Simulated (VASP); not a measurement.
# Mg3ZnS4: density of states with PBE

Crystal: Mg3ZnS4.

```xyz
8
Lattice="3.6774 0.0000 0.0000 0.0000 3.6774 0.0000 0.0000 0.0000 10.3972" Properties=species:S:1:pos:R:3 pbc="T T T"
Mg    0.0000    0.0000    7.8261
Mg    0.0000    0.0000    2.5711
Mg    1.8387    1.8387    5.1986
Zn    1.8387    1.8387    0.0000
S     0.0000    0.0000    0.0000
S     1.8387    1.8387    2.5613
S     0.0000    0.0000    5.1986
S     1.8387    1.8387    7.8358
```

```yaml
Program: VASP 6.6.1
Task: density of states
Functional: PBE
Potentials_or_basis: VASP PAW PBE potentials, release 64 (Mg, Zn, S)
Cutoff: 520 eV
k_mesh: 8 × 8 × 4
Occupations: gaussian, width 0.02 eV
Spin: no spin polarisation
Dipole_correction: no
k_mesh_for_the_DOS: 12 × 12 × 6
Occupations_for_the_DOS: tetrahedron
Further_INCAR_settings: ALGO = Normal; EDIFF = 1e-06
```

```json
{
 "Valence electrons inside the program's atomic spheres": "Mg 0.30; Zn 10.58; S 3.75, 3.80, 3.81"
}
```

Levels at points of the mesh, in eV from the valence-band top:
```csv
k point,band 19,band 20,band 21,band 22,band 23,band 24
"(0.00, 0.00, 0.00)",-0.30,-0.28,-0.28,1.32,3.19,4.28
"(0.50, 0.00, 0.00)",-0.80,-0.36,0.00,4.12,4.25,4.91
"(0.50, 0.50, 0.00)",-1.98,-1.98,-1.93,1.03,2.56,4.43
"(0.00, 0.00, 0.50)",-0.61,-0.58,-0.58,1.73,3.05,4.34
"(0.50, 0.00, 0.50)",-0.89,-0.82,0.00,4.69,5.06,5.08
"(0.50, 0.50, 0.50)",-2.41,-2.31,-2.29,1.74,3.27,3.55
```

It took 10 min on 1 thread of AMD EPYC 7R13 (shared host), peak memory 0.49 GiB.
